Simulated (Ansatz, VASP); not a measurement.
# LuC in VASP and in Ansatz

```xyz
2
Lattice="2.9783 0.0000 0.0000 0.0000 2.9783 0.0000 0.0000 0.0000 2.9783" Properties=species:S:1:pos:R:3 pbc="T T T"
Lu    0.0000    0.0000    0.0800
C     1.4892    1.4892    1.4892
```

Alike in both runs: task single point; functional PBEsol; k mesh 10 × 10 × 10; occupations gaussian, width 0.05 eV; no spin polarisation.

|  | VASP | Ansatz |
| --- | --- | --- |
| version | VASP 6.6.1 | Ansatz 0.2.0 |
| potentials or method | VASP PAW PBE potentials, release 64 (Lu, C), cutoff 520 eV | scalar-relativistic, plane waves, PAW |
| valence electrons in the cell | 29 | 29 |

```csv
,VASP,Ansatz,Ansatz less VASP
gap on the k mesh at the Fermi level (eV),none,none,-
pressure (GPa),1.0,0.2,-0.78
"traceless stress, the component that is largest in VASP (GPa)",0.21,0.22,+0.009
rms of the force components (eV/Å),0.051,0.047,-0.0047
```

VASP's potentials were made for PBE, not for PBEsol. Atom by atom the forces differ by 0.005 eV/Å (rms over components). A gap of «none» marks a metal or a gap that the smearing closes.

Spin-orbit coupling is off throughout.
